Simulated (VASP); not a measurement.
YTl, 2 atoms in the cell. The structure is cubic, space group Pm-3m (No. 221). The conventional cell has a = 3.581 Å, b = 3.581 Å, c = 3.581 Å, α = 90.00°, β = 90.00°, γ = 90.00°. Y (site symmetry m-3m) has 8 Tl at 3.10 Å and 6 Y at 3.58 Å within 4.1 Å. Tl (site symmetry m-3m) has 8 Y at 3.10 Å and 6 Tl at 3.58 Å within 4.1 Å. 

```yaml
Program: VASP 6.6.1
Task: single point
Functional: LDA
Potentials_or_basis: VASP PAW LDA potentials, release 64 (Y_sv, Tl_d)
Cutoff: 520 eV
k_mesh: 9 × 9 × 9
Occupations: fermi-dirac, width 0.1 eV
Spin: no spin polarisation
Dipole_correction: no
Further_INCAR_settings: ALGO = Normal; EDIFF = 1e-06; NBANDS = 19
```

Potentials or basis: VASP PAW LDA potentials, release 64 (Y_sv, Tl_d).

Launch:

```bash
$ cat potpaw_LDA.64/Y_sv/POTCAR potpaw_LDA.64/Tl_d/POTCAR > POTCAR
$ mpirun -np 1 vasp_std > vasp.out
```

Hardware: 1 thread of Intel(R) Xeon(R) 6975P-C (Granite Rapids), with other jobs on the host.

Task: How long does it take, and how much memory?

Result: Wall time 10 s on 1 thread of Intel(R) Xeon(R) 6975P-C (Granite Rapids), on a shared host, peak memory 0.17 GiB. Counts: scf iterations 12, k points 35.
